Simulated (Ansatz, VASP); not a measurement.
**Ba in VASP and in Ansatz**

```
Ba
1.0
    -2.40000    2.40000    2.30000
     2.40000   -2.40000    2.30000
     2.40000    2.40000   -2.30000
Ba
1
Direct
  0.00000 0.00000 0.00000
```

Change from the starting cell: strain -0.040 along x and y, -0.080 along z, atoms carried along.

Alike in both runs: task single point; functional LDA; k mesh 14 × 14 × 14; occupations gaussian, width 0.15 eV; no spin polarisation.

|  | VASP | Ansatz |
| --- | --- | --- |
| version | VASP 6.6.1 | Ansatz 0.2.0 |
| potentials or method | VASP PAW LDA potentials, release 64 (Ba_sv), cutoff 520 eV | scalar-relativistic, plane waves, PAW |
| valence electrons in the cell | 10 | 10 |

```tsv
	VASP	Ansatz	Ansatz less VASP
gap on the k mesh at the Fermi level (eV)	none	none	-
pressure (GPa)	0.3	0.2	-0.11
traceless stress, the component that is largest in VASP (GPa)	0.18	0.17	-0.007
```

LDA's correlation is that of Perdew and Zunger in VASP and of Perdew and Wang (1992) in Ansatz. A gap of «none» marks a metal or a gap that the smearing closes.

Neither program's run includes spin-orbit coupling.
